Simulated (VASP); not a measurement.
# Ga2SnTe2 (P-3m1) in VASP: notebook

The runs below take Ga2SnTe2 through single point, with PBE.

All numbers are computed with VASP 6.6.1; they aren't measurements. Logs are shortened: lines on timing, memory, paths and dates and some standing lists are left out, and cuts for length are marked.

**1. The cell of the first run**

Symmetry: P-3m1, No. 164, trigonal system. The conventional cell has a = 4.204 Å, b = 4.204 Å, c = 9.503 Å, α = 90.00°, β = 90.00°, γ = 120.00°. Ga (site symmetry 3m) has 3 Te at 2.57 Å and 1 Sn at 2.69 Å within 3.4 Å. Within 3.5 Å of Sn (site symmetry -3m) lie 2 Ga at 2.69 Å. Te (site symmetry 3m) has 3 Ga at 2.57 Å and 3 Te at 3.42 Å within 3.5 Å.

The cell was built from a structure type or drawn by symmetry, and may not be a known phase.

**2. Single point, PBE**

The input, INCAR:

```
ALGO = Normal
EDIFF = 1E-6
ENCUT = 520
GGA = PE
ISIF = 2
ISMEAR = 0
LASPH = T
LCHARG = F
LREAL = F
LWAVE = F
NBANDS = 34
NELM = 100
PREC = Accurate
SIGMA = 0.1
```

The input, KPOINTS:

```
k-points
0
Gamma
  6 6 2
```

The input, POSCAR:

```
Ga2SnTe2
1.0
    4.2042499300      0.0000000000      0.0000000000
   -2.1021249600      3.6409872400      0.0000000000
    0.0000000000      0.0000000000      9.5026033300
Ga Sn Te
2 1 2
Direct
    0.0000000000      0.0000000000      0.2173692000
    0.0000000000      0.0000000000      0.7826308000
    0.0000000000      0.0000000000      0.5000000000
    0.3333333300      0.6666666700      0.1269375000
    0.6666666700      0.3333333300      0.8730625000
```

Potentials or basis: VASP PAW PBE potentials, release 64 (Ga_d, Sn_d, Te).

On the command line:

```bash
$ cat potpaw_PBE.64/Ga_d/POTCAR potpaw_PBE.64/Sn_d/POTCAR potpaw_PBE.64/Te/POTCAR > POTCAR
$ mpirun -np 1 vasp_std > vasp.out
```

OUTCAR:

```text
EDIFF = 1E-6
   ENCUT = 520
   GGA = PE
   ISIF = 2
   ISMEAR = 0
   LASPH = T
   LREAL = F
   NELM = 100
   PREC = Accurate

 ion  position               nearest neighbor table
   1  0.000  0.000  0.217-   4 2.57   4 2.57   4 2.57   3 2.69
   2  0.000  0.000  0.783-   5 2.57   5 2.57   5 2.57   3 2.69
   3  0.000  0.000  0.500-   1 2.69   2 2.69
   4  0.333  0.667  0.127-   1 2.57   1 2.57   1 2.57   5 3.42   5 3.42   5 3.42
   5  0.667  0.333  0.873-   2 2.57   2 2.57   2 2.57   4 3.42   4 3.42   4 3.42

  LATTYP: Found a hexagonal cell.
 ALAT       =     4.2042499300
 C/A-ratio  =     2.2602374950

  Lattice vectors:

 A1 = (   4.2042499300,   0.0000000000,   0.0000000000)
 A2 = (  -2.1021249600,   3.6409872400,   0.0000000000)
 A3 = (   0.0000000000,   0.0000000000,   9.5026033300)

Analysis of symmetry for initial positions (statically):
=====================================================================
 Subroutine PRICEL returns:
 Original cell was already a primitive cell.

 Routine SETGRP: Setting up the symmetry group for a
 hexagonal supercell.

 Subroutine GETGRP returns: Found 12 space group operations
 (whereof 12 operations were pure point group operations)
 out of a pool of 24 trial point group operations.

The static configuration has the point symmetry D_3d.

Analysis of symmetry for dynamics (positions and initial velocities):
=====================================================================
 Subroutine PRICEL returns:
 Original cell was already a primitive cell.

 Routine SETGRP: Setting up the symmetry group for a
 hexagonal supercell.

 Subroutine GETGRP returns: Found 12 space group operations
 (whereof 12 operations were pure point group operations)
 out of a pool of 24 trial point group operations.

The dynamic configuration has the point symmetry D_3d.

 Subroutine INISYM returns: Found 12 space group operations
 (whereof 12 operations are pure point group operations),
 and found     1 'primitive' translations

----------------------------------------------------------------------------------------

                                     Primitive cell

  volume of cell :     145.4622

[... 73 lines left out ...]
 SYSTEM =  unknown system
   PREC   = accura    normal or accurate (medium, high low for compatibility)
   ISTART =      0    job   : 0-new  1-cont  2-samecut
   ICHARG =      2    charge: 1-file 2-atom 10-const
   ISPIN  =      1    spin polarized calculation?
   LNONCOLLINEAR =      F non collinear calculations
   LSORBIT =      F    spin-orbit coupling
   LASPH  =      T    aspherical Exc in radial PAW
   ENCUT  =  520.0 eV  38.22 Ry    6.18 a.u.   7.82  7.82 17.67*2*pi/ulx,y,z
   NELM   =    100;   NELMIN=  2; NELMDL= -5     # of ELM steps
   EDIFF  = 0.1E-05   stopping-criterion for ELM
   LREAL  =      F    real-space projection
[... 7 lines left out ...]
   TEBEG  =    0.0;   TEEND  =   0.0 temperature during run
   PSTRESS=    0.0 pullay stress
   NELECT =      52.0000    total number of electrons
   NUPDOWN=      -1.0000    fix difference up-down
   EMIN   =  10.00;   EMAX   =-10.00  energy-range for DOS
   EFERMI =   0.00;   METHOD = LEGACY
   ISMEAR =     0;   SIGMA  =   0.10  broadening in eV -4-tet -1-fermi 0-gaus
   EFERMI_NEDOS =   21; number of points for ismear=-14 and -15
   IALGO  =     38    algorithm
   IMIX   =      4    mixing-type and parameters
     AMIX     =   0.40;   BMIX     =  1.00
     AMIX_MAG =   1.60;   BMIX_MAG =  1.00
  volume/ion in A,a.u.               =      29.09       196.33
  Fermi-wavevector in a.u.,A,eV,Ry     =   1.161874  2.195624 18.367214  1.349952
  Thomas-Fermi vector in A             =   2.298442
   LORBIT       =      0    0 simple, 1 ext, 2 COOP (PROOUT), +10 PAW based schemes
   GGA     = PE    functional components
   LHFCALC =     F    Hartree Fock is set to
   AEXX    =    0.0000 exact exchange contribution
   IVDW    =     0    specifies the selected vdW correction
   LEPSILON=     F    determine dielectric tensor
   LRPA    =     F    only Hartree local field effects (RPA)
 non-spin polarized calculation
 Gauss-broadening in eV      SIGMA  =   0.10
  energy-cutoff  :      520.00
  volume of cell :      145.46
 maximum number of plane-waves:      3948
 NGX is ok and might be reduce to    32
   NGX = 15   NGY = 15   NGZ = 35

 number of electron      52.0000030 magnetization

 Free energy of the ion-electron system (eV)
  ---------------------------------------------------
  ext. energy  EPLUGINS =         0.00000000
  ---------------------------------------------------
  free energy    TOTEN  =       -15.23474748 eV

  energy without entropy =      -15.22806344  energy(sigma->0) =      -15.23140546

 E-fermi :   5.7966     XC(G=0):  -9.2995

 val. band max:        5.7867363433   @ k =   0.1667   0.1667   0.5000
 cond. band min:       5.9427038347   @ k =   0.3333   0.0000   0.5000
 fundamental gap:      0.1559674914
 Fermi energy:         5.7966205208

 k-point     1 :       0.0000    0.0000    0.0000
  band No.  band energies     occupation
      1     -15.8086      2.00000
      2     -15.8086      2.00000
      3     -15.7480      2.00000
      4     -15.7194      2.00000
      5     -15.7194      2.00000
      6      -9.9477      2.00000
[... 507 lines left out ...]
     33      10.6884      0.00000
     34      10.7723      0.00000

------------------------ aborting loop because EDIFF is reached ----------------------------------------

  FORCE on cell =-STRESS in cart. coord.  units (eV):
  Direction    XX          YY          ZZ          XY          YZ          ZX
  --------------------------------------------------------------------------------------
  -------------------------------------------------------------------------------------
  Total        4.9819729      4.9819729      6.4122189      0.0000000     -0.0000000      0.0000000
  in kB       54.8733734     54.8733733     70.6266552      0.0000001     -0.0000000      0.0000000
  external PRESSURE =      60.1244673 kB  Pullay stress =       0.0000000 kB

 VOLUME and BASIS-vectors are now :
 -----------------------------------------------------------------------------
  energy-cutoff  :      520.00
  volume of cell :      145.46
      direct lattice vectors                 reciprocal lattice vectors
     4.204249930  0.000000000  0.000000000     0.237854556  0.137325392  0.000000000
    -2.102124960  3.640987240  0.000000000     0.000000000  0.274650784  0.000000000
     0.000000000  0.000000000  9.502603330     0.000000000  0.000000000  0.105234320

 POSITION                                       TOTAL-FORCE (eV/Angst)
 -----------------------------------------------------------------------------------
      0.00000      0.00000      2.06557         0.000000      0.000000      1.599327
      0.00000      0.00000      7.43703         0.000000      0.000000     -1.599327
      0.00000      0.00000      4.75130         0.000000      0.000000      0.000000
     -0.00000      2.42732      1.20624        -0.000000      0.000000     -0.953525
      2.10212      1.21366      8.29637         0.000000      0.000000      0.953525
 -----------------------------------------------------------------------------------
    total drift:                               -0.000000     -0.000000      0.000000

  FREE ENERGIE OF THE ION-ELECTRON SYSTEM (eV)
  ---------------------------------------------------
  free  energy   TOTEN  =       -15.2347474784 eV

  energy  without entropy=      -15.2280634377  energy(sigma->0) =      -15.23140546
```

Run time: 34 s. Hardware: 1 thread of Intel Xeon 6975P-C (Granite Rapids), shared host; peak memory 0.29 GiB.

Results:

```
Free energy            : -15.2347 eV
Pressure               : 6.0 GPa
Largest force          : 1.599 eV/Å
Band gap on the k mesh : zero (bands 26 and 27 overlap by 1.26 eV)
```

Forces in eV/Å, atoms in the order of the input:
```
Ga   0.000  0.000  1.599
Ga   0.000  0.000 -1.599
Sn   0.000  0.000  0.000
Te   0.000  0.000 -0.954
Te   0.000  0.000  0.954
```

Caveat: the cell stands under pressure; spin-orbit coupling is left out, which moves the levels of the heavy elements; forces of over 1 eV/Å act on the atoms, so gaps and moduli don't describe the material at rest.

**3. Single point, PBE**

This run uses another cell than the first one, of 33.05 Å³/atom.

The input, INCAR:

```
PREC = Accurate ; ENCUT = 520
EDIFF = 1E-6 ; ISMEAR = 0
SIGMA = 0.1 ; LREAL = False
LASPH = True ; NELM = 100
ALGO = Normal ; ISIF = 2
LWAVE = False ; LCHARG = False
GGA = PE ; NBANDS = 34
```

The input, KPOINTS:

```
Automatic mesh
0
Gamma
  6 6 2
```

The input, POSCAR:

```
Ga2SnTe2
1.0
    4.0274039972     -0.0000000028      0.0000000000
   -2.0137019962      3.4878341743      0.0000000000
    0.0000000000      0.0000000000     11.7628411287
Ga Sn Te
2 1 2
Direct
    0.0000000000      0.0000000000      0.2706955117
    0.0000000000      0.0000000000      0.7293044883
    0.0000000000      0.0000000000      0.5000000000
    0.3333333333      0.6666666667      0.1587639516
    0.6666666667      0.3333333333      0.8412360484
```

Potentials or basis: VASP PAW PBE potentials, release 64 (Ga_d, Sn_d, Te).

On the command line:

```bash
$ cat potpaw_PBE.64/Ga_d/POTCAR potpaw_PBE.64/Sn_d/POTCAR potpaw_PBE.64/Te/POTCAR > POTCAR
$ mpirun -np 1 vasp_std > vasp.out
```

Run time: 47 s. Hardware: 1 thread of Intel Xeon 6975P-C (Granite Rapids), shared host; peak memory 0.3 GiB.

Results (log left out):

- Free energy: -16.3794 eV
- Pressure: 0.1 GPa
- Largest force: 0.026 eV/Å
- Band gap on the k mesh: zero (bands 26 and 27 overlap by 2.01 eV)

Forces in eV/Å, atoms in the order of the input:
```
Ga   0.000  0.000  0.026
Ga   0.000  0.000 -0.026
Sn   0.000  0.000  0.000
Te   0.000  0.000 -0.023
Te   0.000  0.000  0.023
```

Stress tensor (GPa, compression positive):
```
0.08 0.00 0.00
0.00 0.08 0.00
0.00 0.00 0.20
```

Levels at points of the mesh, in eV from the Fermi level:
| k point | band 24 | band 25 | band 26 | band 27 | band 28 | band 29 |
| --- | --- | --- | --- | --- | --- | --- |
| (0.00, 0.00, 0.00) | -1.19 | -1.19 | -0.13 | 1.40 | 2.42 | 2.42 |
| (0.50, 0.00, 0.00) | -2.65 | -2.50 | -1.66 | -0.25 | 1.19 | 1.50 |
| (0.00, 0.00, 0.50) | -1.18 | -1.18 | 0.95 | 1.08 | 2.37 | 2.37 |
| (0.50, 0.00, 0.50) | -2.55 | -2.53 | -1.41 | -0.52 | 1.37 | 1.54 |

Caveat: spin-orbit coupling is left out, which moves the levels of the heavy elements; this functional lacks dispersion, which binds the layers, so the pressure and a relaxed spacing across them are unreliable.
